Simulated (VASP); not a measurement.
Wanted: the native input for a VASP 6.6.1 run.

| Item | Value |
| --- | --- |
| Task | single point |
| Functional | r2SCAN |
| Potentials or basis | VASP PAW PBE potentials, release 64 (As) |
| Cutoff | 520 eV |
| k mesh | 16 × 16 × 16 |
| Occupations | gaussian, width 0.1 eV |
| Spin | no spin polarisation |
| Dipole correction | no |
| Further INCAR settings | ALGO = Normal; EDIFF = 1e-07; NBANDS = 8 |

Crystal: As.

```
As
1.0
     2.70550    0.00000    0.00000
     0.00000    2.70550    0.00000
     0.00000    0.00000    2.70550
As
1
Direct
  0.00000 0.00000 0.00000
```

These files were run (other wordings do the same):

POSCAR

```
As
1.0
    2.7054985586      0.0000000000      0.0000000000
    0.0000000000      2.7054985586      0.0000000000
    0.0000000000      0.0000000000      2.7054985586
As
1
Direct
    0.0000000000      0.0000000000      0.0000000000
```

INCAR.step1

```
  ALGO = Normal
  EDIFF = 1E-4
  ENCUT = 520
  GGA = PE
  ISMEAR = 0
  LASPH = T
  LCHARG = F
  LREAL = F
  LWAVE = T
  NBANDS = 8
  NELM = 60
  PREC = Accurate
  SIGMA = 0.1
```

INCAR.step2

```
  ALGO = Normal
  EDIFF = 1E-7
  ENCUT = 520
  ISIF = 2
  ISMEAR = 0
  ISTART = 1
  LASPH = T
  LCHARG = F
  LMIXTAU = T
  LREAL = F
  LWAVE = F
  METAGGA = R2SCAN
  NBANDS = 8
  NELM = 60
  PREC = Accurate
  SIGMA = 0.1
```

KPOINTS

```
k-points
0
Gamma
  16 16 16
```

Potentials or basis: VASP PAW PBE potentials, release 64 (As).

The run is started by

```bash
$ cat potpaw_PBE.64/As/POTCAR > POTCAR
$ cp INCAR.step1 INCAR
$ mpirun -np 1 vasp_std > vasp.out
$ cp INCAR.step2 INCAR
$ mpirun -np 1 vasp_std > vasp.out
```

Results of the run:

The pressure is -0.1 GPa.

Caveat: the PAW data sets were made with another functional, which shifts forces and pressure a little.

Run time: 53 s on 1 thread of Intel(R) Xeon(R) Platinum 8259CL CPU @ 2.50GHz (Skylake/Cascade Lake), with other jobs on the host, peak memory 0.14 GiB.
